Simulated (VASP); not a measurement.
# Ir (Fm-3m) in VASP: further runs

Ir is run at these levels: PBE; tasks: single point.

Everything below comes from runs of VASP 6.6.1. Logs are shortened: lines on timing, memory, paths and dates and some standing lists are left out, and cuts for length are marked.

## Step 1: The cell of the first run

The structure is cubic, space group Fm-3m (No. 225). The conventional cell has a = 3.872 Å, b = 3.872 Å, c = 3.872 Å, α = 90.00°, β = 90.00°, γ = 90.00°. Within 3.6 Å of Ir (site symmetry m-3m) lie 12 Ir at 2.74 Å.

## Step 2: Single point, PBE

INCAR reads:

```
PREC = Accurate
ENCUT = 520
EDIFF = 1E-7
ISMEAR = 0
SIGMA = 0.2
LREAL = F
LASPH = T
NELM = 60
ALGO = Normal
ISIF = 2
LWAVE = F
LCHARG = F
GGA = PE
NBANDS = 10
```

KPOINTS reads:

```
Automatic mesh
0
Gamma
  14 14 14
```

POSCAR reads:

```
Ir
1.0
    0.0000000000      1.9360622002      1.9360622002
    1.9360622002      0.0000000000      1.9360622002
    1.9360622002      1.9360622002      0.0000000000
Ir
1
Direct
    0.0000000000      0.0000000000      0.0000000000
```

Potentials or basis: VASP PAW PBE potentials, release 64 (Ir).

On the command line:

```bash
cat potpaw_PBE.64/Ir/POTCAR > POTCAR
mpirun -np 1 vasp_std > vasp.out
```

OUTCAR:

```text
PREC = Accurate
   ENCUT = 520
   EDIFF = 1E-7
   ISMEAR = 0
   LREAL = F
   LASPH = T
   NELM = 60
   ISIF = 2
   GGA = PE

 ion  position               nearest neighbor table
   1  0.000  0.000  0.000-

  LATTYP: Found a face centered cubic cell.
 ALAT       =     3.8721244004

  Lattice vectors:

 A1 = (   0.0000000000,   1.9360622002,   1.9360622002)
 A2 = (   1.9360622002,   0.0000000000,   1.9360622002)
 A3 = (   1.9360622002,   1.9360622002,   0.0000000000)

Analysis of symmetry for initial positions (statically):
=====================================================================
 Subroutine PRICEL returns:
 Original cell was already a primitive cell.

 Routine SETGRP: Setting up the symmetry group for a
 face centered cubic supercell.

 Subroutine GETGRP returns: Found 48 space group operations
 (whereof 48 operations were pure point group operations)
 out of a pool of 48 trial point group operations.

The static configuration has the point symmetry O_h .

Analysis of symmetry for dynamics (positions and initial velocities):
=====================================================================
 Subroutine PRICEL returns:
 Original cell was already a primitive cell.

 Routine SETGRP: Setting up the symmetry group for a
 face centered cubic supercell.

 Subroutine GETGRP returns: Found 48 space group operations
 (whereof 48 operations were pure point group operations)
 out of a pool of 48 trial point group operations.

The dynamic configuration has the point symmetry O_h .

 Subroutine INISYM returns: Found 48 space group operations
 (whereof 48 operations are pure point group operations),
 and found     1 'primitive' translations

----------------------------------------------------------------------------------------

                                     Primitive cell

  volume of cell :      14.5140

  direct lattice vectors                    reciprocal lattice vectors
     0.000000000  1.936062200  1.936062200    -0.258256166  0.258256166  0.258256166
     1.936062200  0.000000000  1.936062200     0.258256166 -0.258256166  0.258256166
     1.936062200  1.936062200  0.000000000     0.258256166  0.258256166 -0.258256166

  length of vectors
     2.738005421  2.738005421  2.738005421     0.447312800  0.447312800  0.447312800

  position of ions in fractional coordinates (direct lattice)
     0.000000000  0.000000000  0.000000000

  ion indices of the primitive-cell ions
   primitive index   ion index
                 1           1

----------------------------------------------------------------------------------------

 KPOINTS: Automatic mesh

Automatic generation of k-mesh.
 Grid dimensions read from file:
 generate k-points for:   14   14   14

 Generating k-lattice:

  Cartesian coordinates                     Fractional coordinates (reciprocal lattice)
    -0.018446869  0.018446869  0.018446869     0.071428571  0.000000000  0.000000000
     0.018446869 -0.018446869  0.018446869     0.000000000  0.071428571  0.000000000
     0.018446869  0.018446869 -0.018446869     0.000000000  0.000000000  0.071428571

  Length of vectors
     0.031950914  0.031950914  0.031950914

  Shift w.r.t. Gamma in fractional coordinates (k-lattice)
     0.000000000  0.000000000  0.000000000

 Subroutine IBZKPT returns following result:
 ===========================================

 Found    104 irreducible k-points:

 Following reciprocal coordinates:
            Coordinates               Weight
  0.000000  0.000000  0.000000      1.000000
  0.071429  0.000000  0.000000      8.000000
  0.142857  0.000000  0.000000      8.000000
  0.214286  0.000000  0.000000      8.000000
  0.285714  0.000000  0.000000      8.000000
  0.357143  0.000000  0.000000      8.000000
[... 16 lines left out ...]
  0.214286  0.142857  0.000000     24.000000
  0.285714  0.142857  0.000000     24.000000
 [... further k-points ...]
   k-points           NKPTS =    104   k-points in BZ     NKDIM =    104   number of bands    NBANDS=     10
   number of dos      NEDOS =    301   number of ions     NIONS =      1
   total plane-waves  NPLWV =   8000
   dimension x,y,z NGX =    20 NGY =   20 NGZ =   20
   dimension x,y,z NGXF=    40 NGYF=   40 NGZF=   40
   ions per type =               1
   NGX,Y,Z   is equivalent  to a cutoff of  12.14, 12.14, 12.14 a.u.
   NGXF,Y,Z  is equivalent  to a cutoff of  24.29, 24.29, 24.29 a.u.
 SYSTEM =  unknown system
   PREC   = accura    normal or accurate (medium, high low for compatibility)
   ISTART =      0    job   : 0-new  1-cont  2-samecut
   ICHARG =      2    charge: 1-file 2-atom 10-const
   ISPIN  =      1    spin polarized calculation?
   LNONCOLLINEAR =      F non collinear calculations
   LSORBIT =      F    spin-orbit coupling
   LASPH  =      T    aspherical Exc in radial PAW
   ENCUT  =  520.0 eV  38.22 Ry    6.18 a.u.   5.09  5.09  5.09*2*pi/ulx,y,z
   NELM   =     60;   NELMIN=  2; NELMDL= -5     # of ELM steps
   EDIFF  = 0.1E-06   stopping-criterion for ELM
   LREAL  =      F    real-space projection
   EDIFFG = 0.1E-05   stopping-criterion for IOM
   NSW    =      0    number of steps for IOM
   IBRION =     -1    ionic relax: 0-MD 1-quasi-New 2-CG
   NFREE  =      0    steps in history (QN), initial steepest desc. (CG)
   ISIF   =      2    stress and relaxation
   ISYM   =      2    0-nonsym 1-usesym 2-fastsym
   POTIM  = 0.5000    time-step for ionic-motion
   TEBEG  =    0.0;   TEEND  =   0.0 temperature during run
   PSTRESS=    0.0 pullay stress
   NELECT =       9.0000    total number of electrons
   NUPDOWN=      -1.0000    fix difference up-down
   EMIN   =  10.00;   EMAX   =-10.00  energy-range for DOS
   EFERMI =   0.00;   METHOD = LEGACY
   ISMEAR =     0;   SIGMA  =   0.20  broadening in eV -4-tet -1-fermi 0-gaus
   EFERMI_NEDOS =   21; number of points for ismear=-14 and -15
   IALGO  =     38    algorithm
   IMIX   =      4    mixing-type and parameters
     AMIX     =   0.40;   BMIX     =  1.00
     AMIX_MAG =   1.60;   BMIX_MAG =  1.00
  volume/ion in A,a.u.               =      14.51        97.95
  Fermi-wavevector in a.u.,A,eV,Ry     =   1.396024  2.638104 26.516181  1.948884
  Thomas-Fermi vector in A             =   2.519419
   LORBIT       =      0    0 simple, 1 ext, 2 COOP (PROOUT), +10 PAW based schemes
   GGA     = PE    functional components
   LHFCALC =     F    Hartree Fock is set to
   AEXX    =    0.0000 exact exchange contribution
   IVDW    =     0    specifies the selected vdW correction
   LEPSILON=     F    determine dielectric tensor
   LRPA    =     F    only Hartree local field effects (RPA)
 non-spin polarized calculation
 Gauss-broadening in eV      SIGMA  =   0.20
  energy-cutoff  :      520.00
  volume of cell :       14.51
 maximum number of plane-waves:       399
   NGX = 11   NGY = 11   NGZ = 11

 number of electron       9.0000000 magnetization

 Free energy of the ion-electron system (eV)
  ---------------------------------------------------
  ext. energy  EPLUGINS =         0.00000000
  ---------------------------------------------------
  free energy    TOTEN  =        -8.85346111 eV

  energy without entropy =       -8.82991997  energy(sigma->0) =       -8.84169054

 E-fermi :   9.8867     XC(G=0): -13.8362

 val. band max:        9.8833908337   @ k =  -0.2143   0.3571   0.1429
 cond. band min:       9.8886374868   @ k =   0.5000   0.4286   0.0000
 fundamental gap:      0.0052466531
 Fermi energy:         9.8867499988

 k-point     1 :       0.0000    0.0000    0.0000
  band No.  band energies     occupation
      1      -0.8782      2.00000
      2       6.2308      2.00000
      3       6.2308      2.00000
      4       6.2308      2.00000
      5       8.8109      2.00000
      6       8.8109      2.00000
      7      24.3415      0.00000
      8      29.7745      0.00000
      9      29.7745      0.00000
     10      29.7745      0.00000

 k-point     2 :       0.0714    0.0000    0.0000
  band No.  band energies     occupation
      1      -0.6580      2.00000
      2       6.1166      2.00000
      3       6.3246      2.00000
      4       6.3246      2.00000
      5       8.7526      2.00000
      6       8.7526      2.00000
      7      24.7151      0.00000
      8      28.6531      0.00000
      9      30.1322      0.00000
     10      30.1322      0.00000

 k-point     3 :       0.1429    0.0000    0.0000
  band No.  band energies     occupation
      1      -0.0355      2.00000
      2       5.8555      2.00000
      3       6.5427      2.00000
      4       6.5427      2.00000
      5       8.6622      2.00000
      6       8.6622      2.00000
      7      25.6609      0.00000
      8      26.7070      0.00000
      9      31.1494      0.00000
     10      31.1494      0.00000

 k-point     4 :       0.2143    0.0000    0.0000
  band No.  band energies     occupation
      1       0.8456      2.00000
      2       5.6778      2.00000
      3       6.6810      2.00000
      4       6.6810      2.00000
      5       8.7837      2.00000
      6       8.7837      2.00000
      7      24.6595      0.00000
      8      26.5964      0.00000
      9      32.6378      0.00000
     10      32.6378      0.00000
[... 222 lines left out ...]
 k-point    22 :       0.1429    0.1429    0.0000
  band No.  band energies     occupation
      1       0.2538      2.00000
      2       5.4392      2.00000
      3       6.8822      2.00000
      4       6.8822      2.00000
      5       7.9123      2.00000
      6       9.1430      2.00000
      7      26.2421      0.00000
      8      28.0100      0.00000
      9      29.8669      0.00000
     10      29.8669      0.00000

 k-point    23 :       0.2143    0.1429    0.0000
  band No.  band energies     occupation
      1       0.9429      2.00000
      2       5.1101      2.00000
      3       7.0054      2.00000
      4       7.1867      2.00000
      5       7.8389      2.00000
      6       9.3339      1.99991
      7      26.7478      0.00000
      8      27.2471      0.00000
      9      29.8032      0.00000
     10      30.3882      0.00000

 k-point    24 :       0.2857    0.1429    0.0000
  band No.  band energies     occupation
      1       1.8128      2.00000
      2       4.9346      2.00000
      3       6.5927      2.00000
      4       7.3053      2.00000
      5       8.5972      2.00000
      6       9.7214      1.75758
      7      24.7080      0.00000
      8      27.6386      0.00000
      9      29.6362      0.00000
     10      30.7150      0.00000

 [... further k-points ...]
[... 5 lines left out ...]
  --------------------------------------------------------------------------------------
  -------------------------------------------------------------------------------------
  Total        0.0358630      0.0358630      0.0358630     -0.0000000      0.0000000      0.0000000
  in kB        3.9588482      3.9588482      3.9588482     -0.0000000      0.0000000      0.0000000
  external PRESSURE =       3.9588482 kB  Pullay stress =       0.0000000 kB

 VOLUME and BASIS-vectors are now :
 -----------------------------------------------------------------------------
  energy-cutoff  :      520.00
  volume of cell :       14.51
      direct lattice vectors                 reciprocal lattice vectors
     0.000000000  1.936062200  1.936062200    -0.258256166  0.258256166  0.258256166
     1.936062200  0.000000000  1.936062200     0.258256166 -0.258256166  0.258256166
     1.936062200  1.936062200  0.000000000     0.258256166  0.258256166 -0.258256166

 POSITION                                       TOTAL-FORCE (eV/Angst)
 -----------------------------------------------------------------------------------
      0.00000      0.00000      0.00000         0.000000      0.000000      0.000000
 -----------------------------------------------------------------------------------
    total drift:                                0.000000      0.000000     -0.000000

  FREE ENERGIE OF THE ION-ELECTRON SYSTEM (eV)
  ---------------------------------------------------
  free  energy   TOTEN  =        -8.8534611054 eV

  energy  without entropy=       -8.8299199741  energy(sigma->0) =       -8.84169054
```

Run time: 21 s. Hardware: 1 thread of Intel Xeon 8259CL, shared host; peak memory 0.14 GiB.

Results:

* Free energy: -8.8535 eV
* Pressure: 0.4 GPa

Caveat: spin-orbit coupling is left out, which moves the levels of the heavy elements.

## Step 3: Single point, PBE

INCAR reads:

```
SYSTEM = Ir
ALGO     = Normal         ! electronic algorithm
EDIFF    = 1E-7           ! SCF threshold, eV
ENCUT    = 520            ! plane-wave cutoff, eV
GGA      = PE             ! functional
ISIF     = 2              ! what is computed and relaxed
ISMEAR   = 0              ! smearing method
LASPH    = .True.         ! aspherical terms in the spheres
LCHARG   = .False.        ! write CHGCAR
LREAL    = .False.        ! projectors in reciprocal space
LWAVE    = .False.        ! write WAVECAR
NBANDS   = 10             ! bands
NELM     = 80             ! most SCF steps
PREC     = Accurate       ! precision mode
SIGMA    = 0.3            ! smearing width, eV
```

KPOINTS reads:

```
k-points
0
Gamma
  14 14 14
  0 0 0
```

POSCAR is that of step 2.

Potentials or basis: VASP PAW PBE potentials, release 64 (Ir).

On the command line:

```bash
cat potpaw_PBE.64/Ir/POTCAR > POTCAR
mpirun -np 1 vasp_std > vasp.out
```

It took 20 s on 1 thread of Intel Xeon 8259CL, shared host; peak memory 0.14 GiB.

It converged, with:

* Free energy: -8.8671 eV
* Pressure: 0.6 GPa

Levels at points of the mesh, in eV from the Fermi level:
| k point | band 2 | band 3 | band 4 | band 5 | band 6 | band 7 |
| --- | --- | --- | --- | --- | --- | --- |
| (0.00, 0.00, 0.00) | -3.68 | -3.68 | -3.68 | -1.10 | -1.10 | 14.43 |
| (0.50, 0.00, 0.00) | -3.78 | -3.78 | -0.64 | 0.91 | 0.91 | 7.06 |
| (0.50, 0.50, 0.00) | -7.01 | 0.88 | 1.46 | 1.46 | 1.76 | 10.22 |

Caveat: spin-orbit coupling is left out, which moves the levels of the heavy elements.
